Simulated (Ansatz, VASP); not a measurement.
# Two plane-wave programs on CdS

Contents of POSCAR:

```
CdS
1.0
    0.0000000000      2.9358151324      2.9358151324
    2.9358151324      0.0000000000      2.9358151324
    2.9358151324      2.9358151324      0.0000000000
Cd S
1 1
Direct
    0.0000000000      0.0000000000      0.0000000000
    0.7500000000      0.7500000000      0.7500000000
```

Contents of INCAR.step1:

```
PREC = Accurate ; ENCUT = 520
EDIFF = 1E-5 ; ISMEAR = -1
SIGMA = 0.05 ; LREAL = F
LASPH = T ; NELM = 60
ALGO = Normal ; ISIF = 2
LWAVE = T ; LCHARG = F
GGA = PE ; NBANDS = 16
```

File INCAR.step2:

```
PREC = Accurate ; ENCUT = 520
EDIFF = 1E-6 ; ISMEAR = -1
SIGMA = 0.05 ; LREAL = F
LASPH = T ; NELM = 60
ALGO = Normal ; ISIF = 2
LWAVE = F ; LCHARG = F
METAGGA = R2SCAN ; LHFCALC = T
AEXX = 0.25 ; LMIXTAU = T
PRECFOCK = Normal ; ISTART = 1
NBANDS = 16
```

KPOINTS

```
Automatic mesh
0
Gamma
  4 4 4
```

File input.yaml:

```yaml
crystal:
  lattice:
    - [0.0, 2.9358151324, 2.9358151324]
    - [2.9358151324, 0.0, 2.9358151324]
    - [2.9358151324, 2.9358151324, 0.0]
  atoms:
    - { symbol: Cd, position: [0.0, 0.0, 0.0] }
    - { symbol: S, position: [0.75, 0.75, 0.75] }
hamiltonian:
  xc: r2scan0
  pseudopotentials: { kind: paw }
kpoints:
  mp_grid: { grid: [4, 4, 4] }
scf:
  occupations: { method: fermi_dirac, width: 0.05 }
output:
  forces: true
  stress: true
  eigenvalues: true
  write_density: true
  write_potential: true
  elf: true
  volumetric_format: npy
```

Alike in both runs: task single point; functional r2SCAN0; k mesh 4 × 4 × 4; occupations fermi-dirac, width 0.05 eV; no spin polarisation.

```csv
,VASP,Ansatz
version,VASP 6.6.1,Ansatz 0.2.0
potentials or method,"VASP PAW PBE potentials, release 64 (Cd, S)",Ansatz PAW
plane-wave cutoff (eV),520,500
valence electrons in the cell,18,26
```

|  | VASP | Ansatz | Ansatz less VASP |
| --- | --- | --- | --- |
| gap on the k mesh at the Fermi level (eV) | 3.10 | 3.06 | -0.036 |
| least direct gap on the mesh (eV) | 3.10 | 3.06 | -0.036 |
| pressure (GPa) | -0.2 | -0.3 | -0.11 |

VASP's potentials were made for PBE, not for r2SCAN0. VASP's potentials hold 18 valence electrons a cell and Ansatz's 26, so a difference there can come from the potentials and not from the codes.

The k mesh is coarse, so the values compare programs but aren't converged.
